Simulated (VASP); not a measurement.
# Sb (Pm-3m) in VASP: a series of runs

The runs below take Sb through single point, with PBEsol.

All numbers are computed with VASP 6.6.1; they aren't measurements. Logs are shortened: lines on timing, memory, paths and dates and some standing lists are left out, and cuts for length are marked.

## Step 1: The cell of the first run

It takes space group Pm-3m (No. 221, cubic). The conventional cell has a = 3.096 Å, b = 3.096 Å, c = 3.096 Å, α = 90.00°, β = 90.00°, γ = 90.00°. Sb (site symmetry m-3m) has 6 Sb at 3.10 Å within 4.1 Å.

This isn't the form of Sb at room conditions, which is rhombohedral.

## Step 2: Single point, PBEsol (strained)

Contents of INCAR:

```
PREC = Accurate
ENCUT = 520
EDIFF = 1E-7
ISMEAR = 0
SIGMA = 0.1
LREAL = False
LASPH = True
NELM = 80
ALGO = Normal
ISIF = 2
LWAVE = False
LCHARG = False
GGA = PS
NBANDS = 8
```

Contents of KPOINTS:

```
Automatic mesh
0
Gamma
  14 14 14
```

Contents of POSCAR:

```
Sb
1.0
    3.0958520000      0.0000000000      0.0000000000
    0.0000000000      3.0958520000      0.0000000000
    0.0000000000      0.0000000000      3.0958520000
Sb
1
Direct
    0.0000000000      0.0000000000      0.0000000000
```

Potentials or basis: VASP PAW PBE potentials, release 64 (Sb).

Command:

```sh
$ cat potpaw_PBE.64/Sb/POTCAR > POTCAR
$ mpirun -np 1 vasp_std > vasp.out
```

OUTCAR:

```text
PREC = Accurate
   ENCUT = 520
   EDIFF = 1E-7
   ISMEAR = 0
   LREAL = False
   LASPH = True
   NELM = 80
   ISIF = 2
   GGA = PS

 ion  position               nearest neighbor table
   1  0.000  0.000  0.000-

  LATTYP: Found a simple cubic cell.
 ALAT       =     3.0958520000

  Lattice vectors:

 A1 = (   3.0958520000,   0.0000000000,   0.0000000000)
 A2 = (   0.0000000000,   3.0958520000,   0.0000000000)
 A3 = (   0.0000000000,   0.0000000000,   3.0958520000)

Analysis of symmetry for initial positions (statically):
=====================================================================
 Subroutine PRICEL returns:
 Original cell was already a primitive cell.

 Routine SETGRP: Setting up the symmetry group for a
 simple cubic supercell.

 Subroutine GETGRP returns: Found 48 space group operations
 (whereof 48 operations were pure point group operations)
 out of a pool of 48 trial point group operations.

The static configuration has the point symmetry O_h .

Analysis of symmetry for dynamics (positions and initial velocities):
=====================================================================
 Subroutine PRICEL returns:
 Original cell was already a primitive cell.

 Routine SETGRP: Setting up the symmetry group for a
 simple cubic supercell.

 Subroutine GETGRP returns: Found 48 space group operations
 (whereof 48 operations were pure point group operations)
 out of a pool of 48 trial point group operations.

The dynamic configuration has the point symmetry O_h .

 Subroutine INISYM returns: Found 48 space group operations
 (whereof 48 operations are pure point group operations),
 and found     1 'primitive' translations

----------------------------------------------------------------------------------------

                                     Primitive cell

  volume of cell :      29.6716

  direct lattice vectors                    reciprocal lattice vectors
     3.095852000  0.000000000  0.000000000     0.323012857  0.000000000  0.000000000
     0.000000000  3.095852000  0.000000000     0.000000000  0.323012857  0.000000000
     0.000000000  0.000000000  3.095852000     0.000000000  0.000000000  0.323012857

  length of vectors
     3.095852000  3.095852000  3.095852000     0.323012857  0.323012857  0.323012857

  position of ions in fractional coordinates (direct lattice)
     0.000000000  0.000000000  0.000000000

  ion indices of the primitive-cell ions
   primitive index   ion index
                 1           1

----------------------------------------------------------------------------------------

 KPOINTS: Automatic mesh

Automatic generation of k-mesh.
 Grid dimensions read from file:
 generate k-points for:   14   14   14

 Generating k-lattice:

  Cartesian coordinates                     Fractional coordinates (reciprocal lattice)
     0.023072347  0.000000000  0.000000000     0.071428571  0.000000000  0.000000000
     0.000000000  0.023072347  0.000000000     0.000000000  0.071428571  0.000000000
     0.000000000  0.000000000  0.023072347     0.000000000  0.000000000  0.071428571

  Length of vectors
     0.023072347  0.023072347  0.023072347

  Shift w.r.t. Gamma in fractional coordinates (k-lattice)
     0.000000000  0.000000000  0.000000000

 Subroutine IBZKPT returns following result:
 ===========================================

 Found    120 irreducible k-points:

 Following reciprocal coordinates:
            Coordinates               Weight
  0.000000  0.000000  0.000000      1.000000
  0.071429  0.000000  0.000000      6.000000
  0.142857  0.000000  0.000000      6.000000
  0.214286  0.000000  0.000000      6.000000
  0.285714  0.000000  0.000000      6.000000
  0.357143  0.000000  0.000000      6.000000
[... 16 lines left out ...]
  0.285714  0.214286  0.000000     24.000000
  0.357143  0.214286  0.000000     24.000000
 [... further k-points ...]
   k-points           NKPTS =    120   k-points in BZ     NKDIM =    120   number of bands    NBANDS=      8
   number of dos      NEDOS =    301   number of ions     NIONS =      1
   total plane-waves  NPLWV =  13824
   dimension x,y,z NGX =    24 NGY =   24 NGZ =   24
   dimension x,y,z NGXF=    48 NGYF=   48 NGZF=   48
   ions per type =               1
   NGX,Y,Z   is equivalent  to a cutoff of  12.89, 12.89, 12.89 a.u.
   NGXF,Y,Z  is equivalent  to a cutoff of  25.78, 25.78, 25.78 a.u.
 SYSTEM =  unknown system
   PREC   = accura    normal or accurate (medium, high low for compatibility)
   ISTART =      0    job   : 0-new  1-cont  2-samecut
   ICHARG =      2    charge: 1-file 2-atom 10-const
   ISPIN  =      1    spin polarized calculation?
   LNONCOLLINEAR =      F non collinear calculations
   LSORBIT =      F    spin-orbit coupling
   LASPH  =      T    aspherical Exc in radial PAW
   ENCUT  =  520.0 eV  38.22 Ry    6.18 a.u.   5.76  5.76  5.76*2*pi/ulx,y,z
   NELM   =     80;   NELMIN=  2; NELMDL= -5     # of ELM steps
   EDIFF  = 0.1E-06   stopping-criterion for ELM
   LREAL  =      F    real-space projection
   EDIFFG = 0.1E-05   stopping-criterion for IOM
   NSW    =      0    number of steps for IOM
   IBRION =     -1    ionic relax: 0-MD 1-quasi-New 2-CG
   NFREE  =      0    steps in history (QN), initial steepest desc. (CG)
   ISIF   =      2    stress and relaxation
   ISYM   =      2    0-nonsym 1-usesym 2-fastsym
   POTIM  = 0.5000    time-step for ionic-motion
   TEBEG  =    0.0;   TEEND  =   0.0 temperature during run
   PSTRESS=    0.0 pullay stress
   NELECT =       5.0000    total number of electrons
   NUPDOWN=      -1.0000    fix difference up-down
   EMIN   =  10.00;   EMAX   =-10.00  energy-range for DOS
   EFERMI =   0.00;   METHOD = LEGACY
   ISMEAR =     0;   SIGMA  =   0.10  broadening in eV -4-tet -1-fermi 0-gaus
   EFERMI_NEDOS =   21; number of points for ismear=-14 and -15
   IALGO  =     38    algorithm
   IMIX   =      4    mixing-type and parameters
     AMIX     =   0.40;   BMIX     =  1.00
     AMIX_MAG =   1.60;   BMIX_MAG =  1.00
  volume/ion in A,a.u.               =      29.67       200.23
  Fermi-wavevector in a.u.,A,eV,Ry     =   0.904242  1.708769 11.124851  0.817653
  Thomas-Fermi vector in A             =   2.027665
   LORBIT       =      0    0 simple, 1 ext, 2 COOP (PROOUT), +10 PAW based schemes
   GGA     = PS    functional components
   LHFCALC =     F    Hartree Fock is set to
   AEXX    =    0.0000 exact exchange contribution
   IVDW    =     0    specifies the selected vdW correction
   LEPSILON=     F    determine dielectric tensor
   LRPA    =     F    only Hartree local field effects (RPA)
 non-spin polarized calculation
 Gauss-broadening in eV      SIGMA  =   0.10
  energy-cutoff  :      520.00
  volume of cell :       29.67
 maximum number of plane-waves:       840
 NGX is ok and might be reduce to    24
   NGX = 11   NGY = 11   NGZ = 11

 number of electron       4.9999999 magnetization

 Free energy of the ion-electron system (eV)
  ---------------------------------------------------
  ext. energy  EPLUGINS =         0.00000000
  ---------------------------------------------------
  free energy    TOTEN  =        -4.53196408 eV

  energy without entropy =       -4.52805496  energy(sigma->0) =       -4.53000952

 E-fermi :   6.9896     XC(G=0):  -9.7749

 val. band max:        6.9725125590   @ k =   0.5000   0.3571   0.3571
 cond. band min:       6.9903151818   @ k =   0.2143   0.2143   0.1429
 fundamental gap:      0.0178026228
 Fermi energy:         6.9895500922

 k-point     1 :       0.0000    0.0000    0.0000
  band No.  band energies     occupation
      1      -5.3859      2.00000
      2      10.3297      0.00000
      3      10.3297      0.00000
      4      10.3297      0.00000
      5      14.0101      0.00000
      6      14.0101      0.00000
      7      15.2243      0.00000
      8      24.8184      0.00000

 k-point     2 :       0.0714    0.0000    0.0000
  band No.  band energies     occupation
      1      -5.3114      2.00000
      2       9.3767      0.00000
      3      10.4034      0.00000
      4      10.4034      0.00000
      5      14.0693      0.00000
      6      14.5654      0.00000
      7      15.7849      0.00000
      8      24.1053      0.00000

 k-point     3 :       0.1429    0.0000    0.0000
  band No.  band energies     occupation
      1      -5.0899      2.00000
      2       7.6526      0.00000
      3      10.6191      0.00000
      4      10.6191      0.00000
      5      14.2459      0.00000
      6      14.9716      0.00000
      7      17.5794      0.00000
      8      22.8966      0.00000

 k-point     4 :       0.2143    0.0000    0.0000
  band No.  band energies     occupation
      1      -4.7289      2.00000
      2       5.8871      2.00000
      3      10.9588      0.00000
      4      10.9588      0.00000
      5      14.5368      0.00000
      6      15.3346      0.00000
      7      19.7034      0.00000
      8      21.6502      0.00000

 k-point     5 :       0.2857    0.0000    0.0000
  band No.  band energies     occupation
      1      -4.2470      2.00000
      2       4.2557      2.00000
      3      11.3872      0.00000
      4      11.3872      0.00000
      5      14.9330      0.00000
      6      15.7998      0.00000
      7      20.4825      0.00000
      8      20.4825      0.00000
[... 177 lines left out ...]
 k-point    22 :       0.2143    0.2143    0.0000
  band No.  band energies     occupation
      1      -4.0705      2.00000
      2       6.3328      2.00000
      3       6.7203      1.99986
      4      11.5923      0.00000
      5      15.3888      0.00000
      6      16.8461      0.00000
      7      19.8284      0.00000
      8      20.8518      0.00000

 k-point    23 :       0.2857    0.2143    0.0000
  band No.  band energies     occupation
      1      -3.5870      2.00000
      2       4.8722      2.00000
      3       6.9992      0.89147
      4      12.0239      0.00000
      5      15.1350      0.00000
      6      16.1770      0.00000
      7      20.4865      0.00000
      8      20.9586      0.00000

 k-point    24 :       0.3571    0.2143    0.0000
  band No.  band energies     occupation
      1      -3.0271      2.00000
      2       3.4770      2.00000
      3       7.4913      0.00000
      4      12.4807      0.00000
      5      14.0875      0.00000
      6      16.5899      0.00000
      7      19.9786      0.00000
      8      20.1326      0.00000

 [... further k-points ...]

------------------------ aborting loop because EDIFF is reached ----------------------------------------

  FORCE on cell =-STRESS in cart. coord.  units (eV):
  Direction    XX          YY          ZZ          XY          YZ          ZX
  --------------------------------------------------------------------------------------
  -------------------------------------------------------------------------------------
  Total       -0.3350283     -0.3350283     -0.3350283     -0.0000000      0.0000000     -0.0000000
  in kB      -18.0905407    -18.0905407    -18.0905407     -0.0000000      0.0000000     -0.0000000
  external PRESSURE =     -18.0905407 kB  Pullay stress =       0.0000000 kB

 VOLUME and BASIS-vectors are now :
 -----------------------------------------------------------------------------
  energy-cutoff  :      520.00
  volume of cell :       29.67
      direct lattice vectors                 reciprocal lattice vectors
     3.095852000  0.000000000  0.000000000     0.323012857  0.000000000  0.000000000
     0.000000000  3.095852000  0.000000000     0.000000000  0.323012857  0.000000000
     0.000000000  0.000000000  3.095852000     0.000000000  0.000000000  0.323012857

 POSITION                                       TOTAL-FORCE (eV/Angst)
 -----------------------------------------------------------------------------------
      0.00000      0.00000      0.00000         0.000000      0.000000      0.000000
 -----------------------------------------------------------------------------------
    total drift:                                0.000000      0.000000      0.000000

  FREE ENERGIE OF THE ION-ELECTRON SYSTEM (eV)
  ---------------------------------------------------
  free  energy   TOTEN  =        -4.5319640806 eV

  energy  without entropy=       -4.5280549557  energy(sigma->0) =       -4.53000952
```

Run time: 18 s. Hardware: 1 thread of AMD EPYC 7R43 (Zen 3), shared host; peak memory 0.12 GiB.

What came out:

| Quantity | Value |
| --- | --- |
| Free energy | -4.5320 eV |
| Pressure | -1.8 GPa |
| Band gap on the k mesh | zero (an odd number of electrons rules out a gap without spin polarisation) |

Caveat: the cell differs from its parent crystal (strained); the PAW data sets were made with another functional, which shifts forces and pressure a little; spin-orbit coupling is left out, which moves the levels of the heavy elements.

## Step 3: Single point, PBEsol (strained)

Contents of INCAR:

```
  ALGO = Normal
  EDIFF = 1E-7
  ENCUT = 520
  GGA = PS
  ISIF = 2
  ISMEAR = 0
  LASPH = True
  LCHARG = False
  LREAL = False
  LWAVE = False
  NBANDS = 8
  NELM = 100
  PREC = Accurate
  SIGMA = 0.1
```

Contents of KPOINTS:

```
k-points
0
Gamma
  14 14 14
```

Contents of POSCAR:

```
Sb
1.0
    3.1715340000      0.0000000000      0.0000000000
    0.0000000000      3.1715340000      0.0000000000
    0.0000000000      0.0000000000      3.1715340000
Sb
1
Direct
    0.0000000000      0.0000000000      0.0000000000
```

Potentials or basis: VASP PAW PBE potentials, release 64 (Sb).

Command:

```sh
$ cat potpaw_PBE.64/Sb/POTCAR > POTCAR
$ mpirun -np 1 vasp_std > vasp.out
```

Wall time 21 s (1 thread of AMD EPYC 7R43 (Zen 3), shared host); peak memory 0.12 GiB.

It converged, with:

* Free energy: -4.4823 eV
* Pressure: -5.1 GPa
* Band gap on the k mesh: zero (an odd number of electrons rules out a gap without spin polarisation)

Levels at points of the mesh, in eV from the Fermi level:
```csv
k point,band 1,band 2,band 3,band 4,band 5
"(0.00, 0.00, 0.00)",-11.83,3.16,3.16,3.16,6.96
"(0.50, 0.00, 0.00)",-9.65,-5.08,4.96,4.96,8.95
"(0.50, 0.50, 0.00)",-7.35,-3.17,-3.17,2.43,6.75
"(0.50, 0.50, 0.50)",-4.85,-1.41,-1.41,-1.41,4.97
```

Caveat: the cell differs from its parent crystal (strained); the cell stands under tension; the PAW data sets were made with another functional, which shifts forces and pressure a little; spin-orbit coupling is left out, which moves the levels of the heavy elements.
